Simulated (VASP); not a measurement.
# CsBr (P4/mmm) in VASP: notebook

The runs below take CsBr through single point, with r2SCAN.

Everything below comes from runs of VASP 6.6.1. Logs are shortened: lines on timing, memory, paths and dates and some standing lists are left out, and cuts for length are marked.

### 1 The cell of the first run

Symmetry: P4/mmm, No. 123, tetragonal system. Conventional cell: a = 4.222 Å, b = 4.222 Å, c = 4.157 Å, α = 90.00°, β = 90.00°, γ = 90.00°. Within 4.8 Å of Cs (site symmetry 4/mmm) lie 8 Br at 3.64 Å and 6 Cs at 4.16 to 4.22 Å. Br (site symmetry 4/mmm) has 8 Cs at 3.64 Å and 6 Br at 4.16 to 4.22 Å within 4.8 Å.

### 2 Single point, r2SCAN (strain -0.015 along x and y, -0.030 along z)

File POSCAR:

```
CsBr
1.0
    4.2217100000      0.0000000000      0.0000000000
    0.0000000000      4.2217100000      0.0000000000
    0.0000000000      0.0000000000      4.1574200000
Cs Br
1 1
Direct
    0.0000000000      0.0000000000      0.0000000000
    0.5000000000      0.5000000000      0.5000000000
```

File INCAR.step1:

```
SYSTEM = CsBr
PREC     = Accurate       ! precision mode
ENCUT    = 550            ! plane-wave cutoff, eV
ISMEAR   = 0              ! smearing method
SIGMA    = 0.05           ! smearing width, eV
LREAL    = .False.        ! projectors in reciprocal space
LASPH    = .True.         ! aspherical terms in the spheres
NELM     = 120            ! most SCF steps
NBANDS   = 15             ! bands
GGA      = PE             ! functional
ALGO     = Normal         ! electronic algorithm
EDIFF    = 1E-5           ! SCF threshold, eV
LWAVE    = .True.         ! write WAVECAR
LCHARG   = .False.        ! write CHGCAR
GGA_COMPAT= .False.
```

File INCAR.step2:

```
SYSTEM = CsBr
PREC     = Accurate       ! precision mode
ENCUT    = 550            ! plane-wave cutoff, eV
EDIFF    = 1E-6           ! SCF threshold, eV
ISMEAR   = 0              ! smearing method
SIGMA    = 0.05           ! smearing width, eV
LREAL    = .False.        ! projectors in reciprocal space
LASPH    = .True.         ! aspherical terms in the spheres
NELM     = 120            ! most SCF steps
ALGO     = Normal         ! electronic algorithm
ISIF     = 2              ! what is computed and relaxed
LWAVE    = .False.        ! write WAVECAR
LCHARG   = .False.        ! write CHGCAR
METAGGA  = R2SCAN         ! meta-GGA
LMIXTAU  = .True.       
NBANDS   = 15             ! bands
ISTART   = 1            
GGA_COMPAT= .False.
```

File KPOINTS:

```
regular mesh
0
Gamma
  6 6 6
  0 0 0
```

Potentials or basis: VASP PAW PBE potentials, release 64 (Cs_sv, Br).

On the command line:

```console
$ cat potpaw_PBE.64/Cs_sv/POTCAR potpaw_PBE.64/Br/POTCAR > POTCAR
$ cp INCAR.step1 INCAR
$ mpirun -np 1 vasp_std > vasp.out
$ cp INCAR.step2 INCAR
$ mpirun -np 1 vasp_std > vasp.out
```

OUTCAR:

```text
SYSTEM = CsBr
   PREC = Accurate
   ENCUT = 550
   EDIFF = 1E-6
   ISMEAR = 0
   LREAL = .False.
   LASPH = .True.
   NELM = 120
   ISIF = 2
   METAGGA = R2SCAN
   ISTART = 1

 ion  position               nearest neighbor table
   1  0.000  0.000  0.000-
   2  0.500  0.500  0.500-

  LATTYP: Found a simple tetragonal cell.
 ALAT       =     4.2217100000
 C/A-ratio  =     0.9847715736

  Lattice vectors:

 A1 = (   4.2217100000,   0.0000000000,   0.0000000000)
 A2 = (   0.0000000000,   4.2217100000,   0.0000000000)
 A3 = (   0.0000000000,   0.0000000000,   4.1574200000)

Analysis of symmetry for initial positions (statically):
=====================================================================
 Subroutine PRICEL returns:
 Original cell was already a primitive cell.

 Routine SETGRP: Setting up the symmetry group for a
 simple tetragonal supercell.

 Subroutine GETGRP returns: Found 16 space group operations
 (whereof 16 operations were pure point group operations)
 out of a pool of 16 trial point group operations.

The static configuration has the point symmetry D_4h.

Analysis of symmetry for dynamics (positions and initial velocities):
=====================================================================
 Subroutine PRICEL returns:
 Original cell was already a primitive cell.

 Routine SETGRP: Setting up the symmetry group for a
 simple tetragonal supercell.

 Subroutine GETGRP returns: Found 16 space group operations
 (whereof 16 operations were pure point group operations)
 out of a pool of 16 trial point group operations.

The dynamic configuration has the point symmetry D_4h.

 Subroutine INISYM returns: Found 16 space group operations
 (whereof 16 operations are pure point group operations),
 and found     1 'primitive' translations

----------------------------------------------------------------------------------------

                                     Primitive cell

  volume of cell :      74.0970

  direct lattice vectors                    reciprocal lattice vectors
     4.221710000  0.000000000  0.000000000     0.236870841  0.000000000  0.000000000
     0.000000000  4.221710000  0.000000000     0.000000000  0.236870841  0.000000000
     0.000000000  0.000000000  4.157420000     0.000000000  0.000000000  0.240533793

  length of vectors
     4.221710000  4.221710000  4.157420000     0.236870841  0.236870841  0.240533793

  position of ions in fractional coordinates (direct lattice)
     0.000000000  0.000000000  0.000000000
     0.500000000  0.500000000  0.500000000

  ion indices of the primitive-cell ions
   primitive index   ion index
                 1           1
                 2           2

----------------------------------------------------------------------------------------

 KPOINTS: regular mesh

Automatic generation of k-mesh.
 Grid dimensions read from file:
 generate k-points for:    6    6    6

 Generating k-lattice:

  Cartesian coordinates                     Fractional coordinates (reciprocal lattice)
     0.039478474  0.000000000  0.000000000     0.166666667  0.000000000  0.000000000
     0.000000000  0.039478474  0.000000000     0.000000000  0.166666667  0.000000000
     0.000000000  0.000000000  0.040088965     0.000000000  0.000000000  0.166666667

  Length of vectors
     0.039478474  0.039478474  0.040088965

  Shift w.r.t. Gamma in fractional coordinates (k-lattice)
     0.000000000  0.000000000  0.000000000

 Subroutine IBZKPT returns following result:
 ===========================================

 Found     40 irreducible k-points:

 Following reciprocal coordinates:
            Coordinates               Weight
  0.000000  0.000000  0.000000      1.000000
  0.166667  0.000000  0.000000      4.000000
  0.333333  0.000000  0.000000      4.000000
  0.500000  0.000000  0.000000      2.000000
  0.166667  0.166667  0.000000      4.000000
  0.333333  0.166667  0.000000      8.000000
[... 16 lines left out ...]
  0.333333  0.000000  0.333333      8.000000
  0.500000  0.000000  0.333333      4.000000
 [... further k-points ...]
   k-points           NKPTS =     40   k-points in BZ     NKDIM =     40   number of bands    NBANDS=     15
   number of dos      NEDOS =    301   number of ions     NIONS =      2
   total plane-waves  NPLWV =  32768
   dimension x,y,z NGX =    32 NGY =   32 NGZ =   32
   dimension x,y,z NGXF=    64 NGYF=   64 NGZF=   64
   ions per type =               1   1
   NGX,Y,Z   is equivalent  to a cutoff of  12.60, 12.60, 12.80 a.u.
   NGXF,Y,Z  is equivalent  to a cutoff of  25.20, 25.20, 25.59 a.u.
 SYSTEM =  CsBr
   PREC   = accura    normal or accurate (medium, high low for compatibility)
   ISTART =      1    job   : 0-new  1-cont  2-samecut
   ICHARG =      0    charge: 1-file 2-atom 10-const
   ISPIN  =      1    spin polarized calculation?
   LNONCOLLINEAR =      F non collinear calculations
   LSORBIT =      F    spin-orbit coupling
   LASPH  =      T    aspherical Exc in radial PAW
   ENCUT  =  550.0 eV  40.42 Ry    6.36 a.u.   8.07  8.07  7.95*2*pi/ulx,y,z
   NELM   =    120;   NELMIN=  2; NELMDL=  0     # of ELM steps
   EDIFF  = 0.1E-05   stopping-criterion for ELM
   LREAL  =      F    real-space projection
   EDIFFG = 0.1E-04   stopping-criterion for IOM
   NSW    =      0    number of steps for IOM
   IBRION =     -1    ionic relax: 0-MD 1-quasi-New 2-CG
   NFREE  =      0    steps in history (QN), initial steepest desc. (CG)
   ISIF   =      2    stress and relaxation
   ISYM   =      2    0-nonsym 1-usesym 2-fastsym
   POTIM  = 0.5000    time-step for ionic-motion
   TEBEG  =    0.0;   TEEND  =   0.0 temperature during run
   PSTRESS=    0.0 pullay stress
   NELECT =      16.0000    total number of electrons
   NUPDOWN=      -1.0000    fix difference up-down
   EMIN   =  10.00;   EMAX   =-10.00  energy-range for DOS
   EFERMI =   0.00;   METHOD = LEGACY
   ISMEAR =     0;   SIGMA  =   0.05  broadening in eV -4-tet -1-fermi 0-gaus
   EFERMI_NEDOS =   21; number of points for ismear=-14 and -15
   IALGO  =     38    algorithm
   IMIX   =      4    mixing-type and parameters
     AMIX     =   0.40;   BMIX     =  1.00
     AMIX_MAG =   1.60;   BMIX_MAG =  1.00
  volume/ion in A,a.u.               =      37.05       250.02
  Fermi-wavevector in a.u.,A,eV,Ry     =   0.982158  1.856009 13.124641  0.964634
  Thomas-Fermi vector in A             =   2.113219
   LORBIT       =      0    0 simple, 1 ext, 2 COOP (PROOUT), +10 PAW based schemes
   METAGGA = R2SCAN    functional components
   LHFCALC =     F    Hartree Fock is set to
   AEXX    =    0.0000 exact exchange contribution
   IVDW    =     0    specifies the selected vdW correction
   LEPSILON=     F    determine dielectric tensor
   LRPA    =     F    only Hartree local field effects (RPA)
 non-spin polarized calculation
 Gauss-broadening in eV      SIGMA  =   0.05
  energy-cutoff  :      550.00
  volume of cell :       74.10
 maximum number of plane-waves:      2224
   NGX = 17   NGY = 17   NGZ = 15

 number of electron      15.9999998 magnetization

 Free energy of the ion-electron system (eV)
  ---------------------------------------------------
  ext. energy  EPLUGINS =         0.00000000
  ---------------------------------------------------
  free energy    TOTEN  =       -42.28953193 eV

  energy without entropy =      -42.28953193  energy(sigma->0) =      -42.28953193

 E-fermi :  -0.0078     XC(G=0):  -8.7488

 val. band max:       -0.2792614849   @ k =   0.0000   0.0000   0.0000
 cond. band min:       4.9677994485   @ k =   0.0000   0.0000   0.0000
 fundamental gap:      5.2470609334
 Fermi energy:        -0.0078163780

 k-point     1 :       0.0000    0.0000    0.0000
  band No.  band energies     occupation
      1     -20.5730      2.00000
      2     -13.2188      2.00000
      3      -6.7729      2.00000
      4      -6.7729      2.00000
      5      -6.7326      2.00000
      6      -0.3408      2.00000
      7      -0.3408      2.00000
      8      -0.2793      2.00000
      9       4.9678      0.00000
     10       5.0078      0.00000
     11       5.2388      0.00000
     12       9.5795      0.00000
     13       9.7185      0.00000
     14       9.7185      0.00000
     15      12.5527      0.00000

 k-point     2 :       0.1667    0.0000    0.0000
  band No.  band energies     occupation
      1     -20.5553      2.00000
      2     -13.2290      2.00000
      3      -6.8802      2.00000
      4      -6.7399      2.00000
      5      -6.7013      2.00000
      6      -0.7726      2.00000
      7      -0.4099      2.00000
      8      -0.3408      2.00000
      9       5.1904      0.00000
     10       5.6523      0.00000
     11       5.9228      0.00000
     12       9.4649      0.00000
     13       9.5780      0.00000
     14       9.8743      0.00000
     15      11.1609      0.00000

 k-point     3 :       0.3333    0.0000    0.0000
  band No.  band energies     occupation
      1     -20.5195      2.00000
      2     -13.2521      2.00000
      3      -7.0700      2.00000
      4      -6.6719      2.00000
      5      -6.6369      2.00000
      6      -1.4695      2.00000
      7      -0.5522      2.00000
      8      -0.4680      2.00000
      9       5.6968      0.00000
     10       7.1277      0.00000
     11       7.4242      0.00000
     12       9.4271      0.00000
     13       9.4316      0.00000
     14       9.4873      0.00000
     15      10.2606      0.00000

 k-point     4 :       0.5000    0.0000    0.0000
  band No.  band energies     occupation
      1     -20.5013      2.00000
      2     -13.2650      2.00000
      3      -7.1536      2.00000
      4      -6.6369      2.00000
      5      -6.6037      2.00000
      6      -1.7676      2.00000
      7      -0.6253      2.00000
      8      -0.5336      2.00000
      9       6.0885      0.00000
     10       7.8987      0.00000
     11       8.5220      0.00000
     12       8.6295      0.00000
     13       9.5266      0.00000
     14       9.5488      0.00000
     15      10.5192      0.00000
[... 307 lines left out ...]
 k-point    22 :       0.1667    0.0000    0.3333
  band No.  band energies     occupation
      1     -20.4963      2.00000
      2     -13.2170      2.00000
      3      -7.1733      2.00000
      4      -6.8374      2.00000
      5      -6.6411      2.00000
      6      -1.3543      2.00000
      7      -0.6552      2.00000
      8      -0.5139      2.00000
      9       6.0402      0.00000
     10       6.9643      0.00000
     11       7.5793      0.00000
     12       8.5928      0.00000
     13       9.2611      0.00000
     14       9.7543      0.00000
     15      10.5384      0.00000

 k-point    23 :       0.3333    0.0000    0.3333
  band No.  band energies     occupation
      1     -20.4654      2.00000
      2     -13.1678      2.00000
      3      -7.3111      2.00000
      4      -7.1490      2.00000
      5      -6.5952      2.00000
      6      -1.1805      2.00000
      7      -0.8190      2.00000
      8      -0.4659      2.00000
      9       6.0070      0.00000
     10       6.4790      0.00000
     11       7.9121      0.00000
     12       8.6480      0.00000
     13       8.8119      0.00000
     14       9.9397      0.00000
     15      11.2755      0.00000

 k-point    24 :       0.5000    0.0000    0.3333
  band No.  band energies     occupation
      1     -20.4498      2.00000
      2     -13.1430      2.00000
      3      -7.3674      2.00000
      4      -7.3057      2.00000
      5      -6.5718      2.00000
      6      -1.1185      2.00000
      7      -0.8712      2.00000
      8      -0.4424      2.00000
      9       5.8836      0.00000
     10       6.2163      0.00000
     11       7.9144      0.00000
     12       7.9481      0.00000
     13       9.5289      0.00000
     14      11.3080      0.00000
     15      11.8295      0.00000

 [... further k-points ...]

------------------------ aborting loop because EDIFF is reached ----------------------------------------

  FORCE on cell =-STRESS in cart. coord.  units (eV):
  Direction    XX          YY          ZZ          XY          YZ          ZX
  --------------------------------------------------------------------------------------
  -------------------------------------------------------------------------------------
  Total        0.7520369      0.7520369      0.9243182      0.0000000     -0.0000000     -0.0000000
  in kB       16.2610667     16.2610667     19.9862531      0.0000000     -0.0000000     -0.0000000
  external PRESSURE =      17.5027955 kB  Pullay stress =       0.0000000 kB

 VOLUME and BASIS-vectors are now :
 -----------------------------------------------------------------------------
  energy-cutoff  :      550.00
  volume of cell :       74.10
      direct lattice vectors                 reciprocal lattice vectors
     4.221710000  0.000000000  0.000000000     0.236870841  0.000000000  0.000000000
     0.000000000  4.221710000  0.000000000     0.000000000  0.236870841  0.000000000
     0.000000000  0.000000000  4.157420000     0.000000000  0.000000000  0.240533793

 POSITION                                       TOTAL-FORCE (eV/Angst)
 -----------------------------------------------------------------------------------
      0.00000      0.00000      0.00000         0.000000      0.000000      0.000000
      2.11085      2.11085      2.07871         0.000000      0.000000      0.000000
 -----------------------------------------------------------------------------------
    total drift:                                0.000000      0.000000     -0.000000

  FREE ENERGIE OF THE ION-ELECTRON SYSTEM (eV)
  ---------------------------------------------------
  free  energy   TOTEN  =       -42.2895319302 eV

  energy  without entropy=      -42.2895319302  energy(sigma->0) =      -42.28953193
```

It took 58 s on 1 thread of Intel Xeon 6975P-C (Granite Rapids), shared host; peak memory 0.21 GiB.

What came out:

- Free energy: -42.2895 eV
- Pressure: 1.8 GPa
- Band gap on the k mesh: 5.25 eV

Levels at points of the mesh, in eV from the valence-band top:
```csv
k point,band 5,band 6,band 7,band 8,band 9,band 10,band 11,band 12
"(0.00, 0.00, 0.00)",-6.45,-0.06,-0.06,0.00,5.25,5.29,5.52,9.86
"(0.50, 0.00, 0.00)",-6.32,-1.49,-0.35,-0.25,6.37,8.18,8.80,8.91
"(0.50, 0.50, 0.00)",-6.25,-0.64,-0.64,-0.03,5.82,6.21,7.97,7.97
"(0.00, 0.00, 0.50)",-6.35,-1.50,-0.33,-0.33,6.42,8.29,8.85,8.87
"(0.50, 0.00, 0.50)",-6.27,-0.67,-0.64,-0.10,5.84,6.08,7.78,7.85
"(0.50, 0.50, 0.50)",-6.93,-1.41,-1.39,-1.39,9.19,9.19,9.35,10.13
```

Caveat: the cell differs from its parent crystal (strain -0.015 along x and y, -0.030 along z); the PAW data sets were made with another functional, which shifts forces and pressure a little; spin-orbit coupling is left out, which moves the levels of the heavy elements.

### 3 Single point, r2SCAN (strain +0.030 along x and y, +0.015 along z)

File POSCAR:

```
CsBr
1.0
    4.4145800000      0.0000000000      0.0000000000
    0.0000000000      4.4145800000      0.0000000000
    0.0000000000      0.0000000000      4.3502900000
Cs Br
1 1
Direct
    0.0000000000      0.0000000000      0.0000000000
    0.5000000000      0.5000000000      0.5000000000
```

File INCAR.step1:

```
SYSTEM = CsBr
ALGO = Normal
EDIFF = 1E-5
ENCUT = 550
GGA = PE
GGA_COMPAT = .FALSE.
ISMEAR = 0
LASPH = .TRUE.
LCHARG = .FALSE.
LREAL = .FALSE.
LWAVE = .TRUE.
NBANDS = 15
NELM = 120
PREC = Accurate
SIGMA = 0.05
```

File INCAR.step2:

```
SYSTEM = CsBr
ALGO = Normal
EDIFF = 1E-6
ENCUT = 550
GGA_COMPAT = .FALSE.
ISIF = 2
ISMEAR = 0
ISTART = 1
LASPH = .TRUE.
LCHARG = .FALSE.
LMIXTAU = .TRUE.
LREAL = .FALSE.
LWAVE = .FALSE.
METAGGA = R2SCAN
NBANDS = 15
NELM = 120
PREC = Accurate
SIGMA = 0.05
```

File KPOINTS:

```
k-points
0
G
  6 6 6
  0 0 0
```

Potentials or basis: VASP PAW PBE potentials, release 64 (Cs_sv, Br).

On the command line:

```console
$ cat potpaw_PBE.64/Cs_sv/POTCAR potpaw_PBE.64/Br/POTCAR > POTCAR
$ cp INCAR.step1 INCAR
$ mpirun -np 1 vasp_std > vasp.out
$ cp INCAR.step2 INCAR
$ mpirun -np 1 vasp_std > vasp.out
```

Wall time 88 s (1 thread of Intel Xeon 6975P-C (Granite Rapids), shared host); peak memory 0.24 GiB.

The run converged. Its results:

```
Free energy            : -42.3174 eV
Pressure               : -0.6 GPa
Band gap on the k mesh : 4.93 eV (least direct gap 4.95 eV)
```

Stress tensor (GPa, compression positive):
```
-0.72  0.00  0.00
 0.00 -0.72  0.00
 0.00  0.00 -0.40
```

Levels at points of the mesh, in eV from the valence-band top:
```csv
k point,band 6,band 7,band 8,band 9,band 10,band 11
"(0.00, 0.00, 0.00)",-0.07,-0.07,-0.02,4.93,5.40,5.44
"(0.50, 0.00, 0.00)",-1.20,-0.24,-0.17,6.35,7.53,8.01
"(0.50, 0.50, 0.00)",-0.60,-0.60,0.00,5.73,6.09,7.83
"(0.00, 0.00, 0.50)",-1.21,-0.22,-0.22,6.39,7.62,8.05
"(0.50, 0.00, 0.50)",-0.62,-0.60,-0.05,5.76,5.98,7.67
"(0.50, 0.50, 0.50)",-1.07,-1.05,-1.05,8.57,8.57,8.70
```

Caveat: the cell differs from its parent crystal (strain +0.030 along x and y, +0.015 along z); the PAW data sets were made with another functional, which shifts forces and pressure a little; spin-orbit coupling is left out, which moves the levels of the heavy elements. A k mesh can miss the band edges.
